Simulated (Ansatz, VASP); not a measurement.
# Zr2N: VASP beside Ansatz

```
Zr N
1.0
     5.41436    0.00000    0.00000
     0.00000    5.41436    0.00000
     0.00000    0.00000    3.30379
Zr N
4 2
Direct
  0.29699 0.29699 0.00000
  0.70301 0.70301 0.00000
  0.79699 0.20301 0.50000
  0.20301 0.79699 0.50000
  0.00000 0.00000 0.00000
  0.50000 0.50000 0.50000
```

Alike in both runs: functional r2SCAN; k mesh 4 × 4 × 8; occupations gaussian, width 0.1 eV; no spin polarisation.

Ansatz relaxed the structure, and its values are those at the end. VASP's run is a single point on that final structure, the one shown.

```csv
,VASP,Ansatz
version,VASP 6.6.1,Ansatz 0.2.0
potentials or method,"VASP PAW PBE potentials, release 64 (Zr_sv, N), cutoff 520 eV","scalar-relativistic, plane waves, PAW"
valence electrons in the cell,58,58
```

VASP gave:

* gap on the k mesh at the Fermi level (eV): none
* pressure (GPa): 0.1

**Question.** What did Ansatz give for the same quantities?

**Answer.** gap on the k mesh at the Fermi level (eV): none; pressure (GPa): 0.0.

VASP's potentials were made for PBE, not for r2SCAN. A gap of «none» marks a metal or a gap that the smearing closes.
